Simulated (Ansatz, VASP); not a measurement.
This is a calculation of BiP for VASP 6.6.1.

File INCAR:

```
SYSTEM = BiP
PREC     = Accurate       ! precision mode
ENCUT    = 500            ! plane-wave cutoff, eV
EDIFF    = 1E-6           ! SCF threshold, eV
ISMEAR   = -1             ! smearing method
SIGMA    = 0.05           ! smearing width, eV
LREAL    = .FALSE.        ! projectors in reciprocal space
LASPH    = .TRUE.         ! aspherical terms in the spheres
NELM     = 120            ! most SCF steps
ALGO     = Normal         ! electronic algorithm
ISIF     = 2              ! what is computed and relaxed
LWAVE    = .FALSE.        ! write WAVECAR
LCHARG   = .FALSE.        ! write CHGCAR
GGA      = PE             ! functional
NBANDS   = 17             ! bands
GGA_COMPAT= .FALSE.
```

KPOINTS

```
Automatic mesh
0
G
  8 8 6
  0 0 0
```

POSCAR

```
BiP
1.0
    3.8684548376      0.0000000000      0.0000000000
   -1.9342274188      3.3501801570      0.0000000000
    0.0000000000      0.0000000000      4.4813452179
Bi P
1 1
Direct
    0.0000000000      0.0000000000      0.5000000000
    0.0000000000      0.0000000000      0.0000000000
```

Potentials or basis: VASP PAW PBE potentials, release 64 (Bi_d, P).

The run is started by

```console
$ cat potpaw_PBE.64/Bi_d/POTCAR potpaw_PBE.64/P/POTCAR > POTCAR
$ mpirun -np 1 vasp_std > vasp.out
```

Question: Set up the same calculation for Ansatz 0.2.0. Potentials there: all-electron LAPW, scalar-relativistic.

Answer: As run (the cutoff follows the program's own potentials):

input.yaml

```yaml
crystal:
  lattice:
    - [3.8684548376, 0.0, 0.0]
    - [-1.9342274188, 3.350180157, 0.0]
    - [0.0, 0.0, 4.4813452179]
  atoms:
    - { symbol: Bi, position: [0.0, 0.0, 0.5] }
    - { symbol: P, position: [0.0, 0.0, 0.0] }
kpoints:
  mp_grid: { grid: [8, 8, 6] }
scf:
  occupations: { method: fermi_dirac, width: 0.05 }
hamiltonian:
  xc: pbe
  pseudopotentials: { kind: all_electron, lapw: { basis_error: 0.0005 } }
output:
  forces: true
  stress: true
  eigenvalues: true
```

Potentials or basis: all-electron LAPW, scalar-relativistic.

Launch:

```sh
$ ansatz run input.yaml --threads 1 --pin off --max-ram 3072MiB --backend cpu --events-out ev --progress --plain --runs-dir out
```

Both were run:

|  | VASP | Ansatz | Ansatz less VASP |
| --- | --- | --- | --- |
| gap on the k mesh at the Fermi level (eV) | none | none | - |
| pressure (GPa) | 17.6 | 18.0 | +0.38 |
| traceless stress, the component that is largest in VASP (GPa) | 31.67 | 32.34 | +0.665 |

A gap of «none» marks a metal or a gap that the smearing closes. Ansatz ran all-electron here, and VASP with PAW potentials.

Spin-orbit coupling is off throughout.
